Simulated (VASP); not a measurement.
# Ag (Pm-3m) in VASP: notebook

Ag is run at these levels: LDA; tasks: single point, relaxation of cell and atoms.

All numbers are computed with VASP 6.6.1; they aren't measurements. Logs are shortened: lines on timing, memory, paths and dates and some standing lists are left out, and cuts for length are marked.

## (1) The cell of the first run

Symmetry: Pm-3m, No. 221, cubic system. The conventional cell has a = 2.629 Å, b = 2.629 Å, c = 2.629 Å, α = 90.00°, β = 90.00°, γ = 90.00°. Ag (site symmetry m-3m) has 6 Ag at 2.63 Å within 3.5 Å.

## (2) Single point, LDA

Input file INCAR:

```
SYSTEM = Ag
ALGO = Normal
EDIFF = 1E-6
ENCUT = 520
ISIF = 2
ISMEAR = -1
LASPH = .True.
LCHARG = .False.
LREAL = .False.
LWAVE = .False.
NBANDS = 12
NELM = 80
PREC = Accurate
SIGMA = 0.1
```

Input file KPOINTS:

```
k-points
0
Gamma
  15 15 15
  0 0 0
```

Input file POSCAR:

```
Ag
1.0
    2.6290706388      0.0000000000      0.0000000000
    0.0000000000      2.6290706388      0.0000000000
    0.0000000000      0.0000000000      2.6290706388
Ag
1
Direct
    0.0000000000      0.0000000000      0.0000000000
```

Potentials or basis: VASP PAW LDA potentials, release 64 (Ag).

Launch:

```sh
cat potpaw_LDA.64/Ag/POTCAR > POTCAR
mpirun -np 1 vasp_std > vasp.out
```

OUTCAR:

```text
SYSTEM = Ag
   EDIFF = 1E-6
   ENCUT = 520
   ISIF = 2
   ISMEAR = -1
   LASPH = .True.
   LREAL = .False.
   NELM = 80
   PREC = Accurate

 ion  position               nearest neighbor table
   1  0.000  0.000  0.000-

  LATTYP: Found a simple cubic cell.
 ALAT       =     2.6290706388

  Lattice vectors:

 A1 = (   2.6290706388,   0.0000000000,   0.0000000000)
 A2 = (   0.0000000000,   2.6290706388,   0.0000000000)
 A3 = (   0.0000000000,   0.0000000000,   2.6290706388)

Analysis of symmetry for initial positions (statically):
=====================================================================
 Subroutine PRICEL returns:
 Original cell was already a primitive cell.

 Routine SETGRP: Setting up the symmetry group for a
 simple cubic supercell.

 Subroutine GETGRP returns: Found 48 space group operations
 (whereof 48 operations were pure point group operations)
 out of a pool of 48 trial point group operations.

The static configuration has the point symmetry O_h .

Analysis of symmetry for dynamics (positions and initial velocities):
=====================================================================
 Subroutine PRICEL returns:
 Original cell was already a primitive cell.

 Routine SETGRP: Setting up the symmetry group for a
 simple cubic supercell.

 Subroutine GETGRP returns: Found 48 space group operations
 (whereof 48 operations were pure point group operations)
 out of a pool of 48 trial point group operations.

The dynamic configuration has the point symmetry O_h .

 Subroutine INISYM returns: Found 48 space group operations
 (whereof 48 operations are pure point group operations),
 and found     1 'primitive' translations

----------------------------------------------------------------------------------------

                                     Primitive cell

  volume of cell :      18.1722

  direct lattice vectors                    reciprocal lattice vectors
     2.629070639  0.000000000  0.000000000     0.380362545  0.000000000  0.000000000
     0.000000000  2.629070639  0.000000000     0.000000000  0.380362545  0.000000000
     0.000000000  0.000000000  2.629070639     0.000000000  0.000000000  0.380362545

  length of vectors
     2.629070639  2.629070639  2.629070639     0.380362545  0.380362545  0.380362545

  position of ions in fractional coordinates (direct lattice)
     0.000000000  0.000000000  0.000000000

  ion indices of the primitive-cell ions
   primitive index   ion index
                 1           1

----------------------------------------------------------------------------------------

 KPOINTS: k-points

Automatic generation of k-mesh.
 Grid dimensions read from file:
 generate k-points for:   15   15   15

 Generating k-lattice:

  Cartesian coordinates                     Fractional coordinates (reciprocal lattice)
     0.025357503  0.000000000  0.000000000     0.066666667  0.000000000  0.000000000
     0.000000000  0.025357503  0.000000000     0.000000000  0.066666667  0.000000000
     0.000000000  0.000000000  0.025357503     0.000000000  0.000000000  0.066666667

  Length of vectors
     0.025357503  0.025357503  0.025357503

  Shift w.r.t. Gamma in fractional coordinates (k-lattice)
     0.000000000  0.000000000  0.000000000

 Subroutine IBZKPT returns following result:
 ===========================================

 Found    120 irreducible k-points:

 Following reciprocal coordinates:
            Coordinates               Weight
  0.000000  0.000000  0.000000      1.000000
  0.066667  0.000000  0.000000      6.000000
  0.133333  0.000000  0.000000      6.000000
  0.200000  0.000000  0.000000      6.000000
  0.266667  0.000000  0.000000      6.000000
  0.333333  0.000000  0.000000      6.000000
[... 16 lines left out ...]
  0.266667  0.200000  0.000000     24.000000
  0.333333  0.200000  0.000000     24.000000
 [... further k-points ...]
   k-points           NKPTS =    120   k-points in BZ     NKDIM =    120   number of bands    NBANDS=     12
   number of dos      NEDOS =    301   number of ions     NIONS =      1
   total plane-waves  NPLWV =   8000
   dimension x,y,z NGX =    20 NGY =   20 NGZ =   20
   dimension x,y,z NGXF=    40 NGYF=   40 NGZF=   40
   ions per type =               1
   NGX,Y,Z   is equivalent  to a cutoff of  12.65, 12.65, 12.65 a.u.
   NGXF,Y,Z  is equivalent  to a cutoff of  25.29, 25.29, 25.29 a.u.
 SYSTEM =  Ag
   PREC   = accura    normal or accurate (medium, high low for compatibility)
   ISTART =      0    job   : 0-new  1-cont  2-samecut
   ICHARG =      2    charge: 1-file 2-atom 10-const
   ISPIN  =      1    spin polarized calculation?
   LNONCOLLINEAR =      F non collinear calculations
   LSORBIT =      F    spin-orbit coupling
   LASPH  =      T    aspherical Exc in radial PAW
   ENCUT  =  520.0 eV  38.22 Ry    6.18 a.u.   4.89  4.89  4.89*2*pi/ulx,y,z
   NELM   =     80;   NELMIN=  2; NELMDL= -5     # of ELM steps
   EDIFF  = 0.1E-05   stopping-criterion for ELM
   LREAL  =      F    real-space projection
   EDIFFG = 0.1E-04   stopping-criterion for IOM
   NSW    =      0    number of steps for IOM
   IBRION =     -1    ionic relax: 0-MD 1-quasi-New 2-CG
   NFREE  =      0    steps in history (QN), initial steepest desc. (CG)
   ISIF   =      2    stress and relaxation
   ISYM   =      2    0-nonsym 1-usesym 2-fastsym
   POTIM  = 0.5000    time-step for ionic-motion
   TEBEG  =    0.0;   TEEND  =   0.0 temperature during run
   PSTRESS=    0.0 pullay stress
   NELECT =      11.0000    total number of electrons
   NUPDOWN=      -1.0000    fix difference up-down
   EMIN   =  10.00;   EMAX   =-10.00  energy-range for DOS
   EFERMI =   0.00;   METHOD = LEGACY
   ISMEAR =    -1;   SIGMA  =   0.10  broadening in eV -4-tet -1-fermi 0-gaus
   EFERMI_NEDOS =   21; number of points for ismear=-14 and -15
   IALGO  =     38    algorithm
   IMIX   =      4    mixing-type and parameters
     AMIX     =   0.40;   BMIX     =  1.00
     AMIX_MAG =   1.60;   BMIX_MAG =  1.00
  volume/ion in A,a.u.               =      18.17       122.63
  Fermi-wavevector in a.u.,A,eV,Ry     =   1.384852  2.616991 26.093471  1.917816
  Thomas-Fermi vector in A             =   2.509318
   LORBIT       =      0    0 simple, 1 ext, 2 COOP (PROOUT), +10 PAW based schemes
   GGA     = CA    functional components
   LHFCALC =     F    Hartree Fock is set to
   AEXX    =    0.0000 exact exchange contribution
   IVDW    =     0    specifies the selected vdW correction
   LEPSILON=     F    determine dielectric tensor
   LRPA    =     F    only Hartree local field effects (RPA)
 non-spin polarized calculation
  energy-cutoff  :      520.00
  volume of cell :       18.17
 maximum number of plane-waves:       500
 NGX is ok and might be reduce to    20
   NGX =  9   NGY =  9   NGZ =  9

 number of electron      11.0000009 magnetization

 Free energy of the ion-electron system (eV)
  ---------------------------------------------------
  ext. energy  EPLUGINS =         0.00000000
  ---------------------------------------------------
  free energy    TOTEN  =        -3.37166760 eV

  energy without entropy =       -3.36409132  energy(sigma->0) =       -3.36787946

 E-fermi :   7.1707     XC(G=0): -12.1079

 val. band max:        7.1457701727   @ k =   0.4667   0.1333   0.0667
 cond. band min:       7.3382624119   @ k =   0.4000   0.2000   0.2000
 fundamental gap:      0.1924922392
 Fermi energy:         7.1707212144

 k-point     1 :       0.0000    0.0000    0.0000
  band No.  band energies     occupation
      1      -0.0269      2.00000
      2       0.8282      2.00000
      3       0.8282      2.00000
      4       4.5220      2.00000
      5       4.5220      2.00000
      6       4.5220      2.00000
      7      22.0420      0.00000
      8      22.0420      0.00000
      9      22.0420      0.00000
     10      27.9021      0.00000
     11      27.9021      0.00000
     12      28.4490      0.00000

 k-point     2 :       0.0667    0.0000    0.0000
  band No.  band energies     occupation
      1       0.0818      2.00000
      2       0.8437      2.00000
      3       0.9085      2.00000
      4       4.4630      2.00000
      5       4.4630      2.00000
      6       4.5268      2.00000
      7      21.0447      0.00000
      8      22.2145      0.00000
      9      22.2145      0.00000
     10      27.7404      0.00000
     11      28.1348      0.00000
     12      29.3556      0.00000

 k-point     3 :       0.1333    0.0000    0.0000
  band No.  band energies     occupation
      1       0.3593      2.00000
      2       0.8877      2.00000
      3       1.1871      2.00000
      4       4.2998      2.00000
      5       4.2998      2.00000
      6       4.5404      2.00000
      7      19.0661      0.00000
      8      22.7148      0.00000
      9      22.7148      0.00000
     10      27.2972      0.00000
     11      28.1476      0.00000
     12      31.7269      0.00000

 k-point     4 :       0.2000    0.0000    0.0000
  band No.  band energies     occupation
      1       0.6792      2.00000
      2       0.9534      2.00000
      3       1.7581      2.00000
      4       4.0685      2.00000
      5       4.0685      2.00000
      6       4.5605      2.00000
      7      16.9193      0.00000
      8      23.4965      0.00000
      9      23.4965      0.00000
     10      26.6796      0.00000
     11      28.0730      0.00000
     12      34.5522      0.00000

 k-point     5 :       0.2667    0.0000    0.0000
  band No.  band energies     occupation
      1       0.9658      2.00000
      2       1.0302      2.00000
      3       2.6418      2.00000
      4       3.8152      2.00000
      5       3.8152      2.00000
      6       4.5836      2.00000
      7      14.8179      0.00000
      8      24.4941      0.00000
      9      24.4941      0.00000
     10      26.0168      0.00000
     11      27.9004      0.00000
     12      35.3791      0.00000

 k-point     6 :       0.3333    0.0000    0.0000
  band No.  band energies     occupation
      1       1.1048      2.00000
      2       1.2123      2.00000
      3       3.5837      2.00000
      4       3.5837      2.00000
      5       3.7642      2.00000
      6       4.6059      2.00000
      7      12.8336      0.00000
      8      25.4227      0.00000
      9      25.6262      0.00000
     10      25.6262      0.00000
     11      27.6261      0.00000
     12      34.2827      0.00000

 k-point     7 :       0.4000    0.0000    0.0000
  band No.  band energies     occupation
      1       1.1640      2.00000
      2       1.4015      2.00000
      3       3.4095      2.00000
      4       3.4095      2.00000
      5       4.6234      2.00000
      6       5.0166      2.00000
      7      11.0359      0.00000
      8      24.9820      0.00000
      9      26.7673      0.00000
     10      26.7673      0.00000
     11      27.3202      0.00000
     12      33.0564      0.00000

 k-point     8 :       0.4667    0.0000    0.0000
  band No.  band energies     occupation
      1       1.1968      2.00000
      2       1.5058      2.00000
      3       3.3165      2.00000
      4       3.3165      2.00000
      5       4.6329      2.00000
      6       6.1166      1.99995
      7       9.6732      0.00000
      8      24.7486      0.00000
      9      27.1151      0.00000
     10      27.6263      0.00000
     11      27.6263      0.00000
     12      32.1262      0.00000
[... 166 lines left out ...]
 k-point    20 :       0.4000    0.1333    0.0000
  band No.  band energies     occupation
      1       1.3042      2.00000
      2       1.8590      2.00000
      3       2.7490      2.00000
      4       3.4437      2.00000
      5       4.4224      2.00000
      6       5.7111      2.00000
      7      11.3668      0.00000
      8      22.7726      0.00000
      9      25.6240      0.00000
     10      27.3772      0.00000
     11      27.5244      0.00000
     12      33.1285      0.00000

 k-point    21 :       0.4667    0.1333    0.0000
  band No.  band energies     occupation
      1       1.3477      2.00000
      2       1.9732      2.00000
      3       2.6547      2.00000
      4       3.3520      2.00000
      5       4.4336      2.00000
      6       6.9449      1.81072
      7       9.8392      0.00000
      8      23.5925      0.00000
      9      25.1813      0.00000
     10      26.5487      0.00000
     11      28.4933      0.00000
     12      32.0487      0.00000

 k-point    22 :       0.2000    0.2000    0.0000
  band No.  band energies     occupation
      1       1.0625      2.00000
      2       1.9165      2.00000
      3       1.9239      2.00000
      4       3.8262      2.00000
      5       4.0810      2.00000
      6       4.1643      2.00000
      7      17.5462      0.00000
      8      18.4612      0.00000
      9      24.9619      0.00000
     10      26.9276      0.00000
     11      30.6570      0.00000
     12      33.1685      0.00000

 k-point    23 :       0.2667    0.2000    0.0000
  band No.  band energies     occupation
      1       1.1933      2.00000
      2       2.0176      2.00000
      3       2.4289      2.00000
      4       3.8706      2.00000
      5       4.0806      2.00000
      6       4.1615      2.00000
      7      15.7120      0.00000
      8      18.9189      0.00000
      9      25.9715      0.00000
     10      26.5421      0.00000
     11      29.2289      0.00000
     12      33.8064      0.00000

 k-point    24 :       0.3333    0.2000    0.0000
  band No.  band energies     occupation
      1       1.3114      2.00000
      2       2.0965      2.00000
      3       2.5872      2.00000
      4       3.6493      2.00000
      5       4.1888      2.00000
      6       4.9680      2.00000
      7      13.6802      0.00000
      8      19.8099      0.00000
      9      25.7987      0.00000
     10      27.1353      0.00000
     11      27.9626      0.00000
     12      33.3584      0.00000

 [... further k-points ...]
[... 5 lines left out ...]
  --------------------------------------------------------------------------------------
  -------------------------------------------------------------------------------------
  Total        0.2572207      0.2572207      0.2572207      0.0000000     -0.0000000      0.0000000
  in kB       22.6782631     22.6782631     22.6782631      0.0000000     -0.0000000      0.0000000
  external PRESSURE =      22.6782631 kB  Pullay stress =       0.0000000 kB

 VOLUME and BASIS-vectors are now :
 -----------------------------------------------------------------------------
  energy-cutoff  :      520.00
  volume of cell :       18.17
      direct lattice vectors                 reciprocal lattice vectors
     2.629070639  0.000000000  0.000000000     0.380362545  0.000000000  0.000000000
     0.000000000  2.629070639  0.000000000     0.000000000  0.380362545  0.000000000
     0.000000000  0.000000000  2.629070639     0.000000000  0.000000000  0.380362545

 POSITION                                       TOTAL-FORCE (eV/Angst)
 -----------------------------------------------------------------------------------
      0.00000      0.00000      0.00000         0.000000      0.000000      0.000000
 -----------------------------------------------------------------------------------
    total drift:                               -0.000000      0.000000     -0.000000

  FREE ENERGIE OF THE ION-ELECTRON SYSTEM (eV)
  ---------------------------------------------------
  free  energy   TOTEN  =        -3.3716676039 eV

  energy  without entropy=       -3.3640913246  energy(sigma->0) =       -3.36787946
```

Wall time 18 s (1 thread of AMD EPYC 7R43 (Zen 3), shared host); peak memory 0.1 GiB.

What came out:

- Free energy: -3.3717 eV
- Pressure: 2.3 GPa

(Continued in part 2 of 2.)
